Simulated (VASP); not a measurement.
A run of VASP 6.6.1 is set up as follows.

The input INCAR:

```
SYSTEM = Cs
ALGO = Normal ; EDIFF = 1E-6
ENCUT = 500 ; GGA_COMPAT = .FALSE.
ISIF = 2 ; ISMEAR = -1
LASPH = .TRUE. ; LCHARG = .FALSE.
LREAL = .FALSE. ; LWAVE = .FALSE.
NBANDS = 10 ; NELM = 120
PREC = Accurate ; SIGMA = 0.05
```

The input KPOINTS:

```
k-points
0
G
  6 6 6
  0 0 0
```

Contents of POSCAR:

```
Cs
1.0
   -3.1898230911      3.1898230911      3.1898230911
    3.1898230911     -3.1898230911      3.1898230911
    3.1898230911      3.1898230911     -3.1898230911
Cs
1
Direct
    0.0000000000      0.0000000000      0.0000000000
```

Potentials or basis: VASP PAW LDA potentials, release 64 (Cs_sv).

The run is started by

```bash
$ cat potpaw_LDA.64/Cs_sv/POTCAR > POTCAR
$ mpirun -np 1 vasp_std > vasp.out
```

Q: What does it give for the pressure?

A: -0.5 GPa.
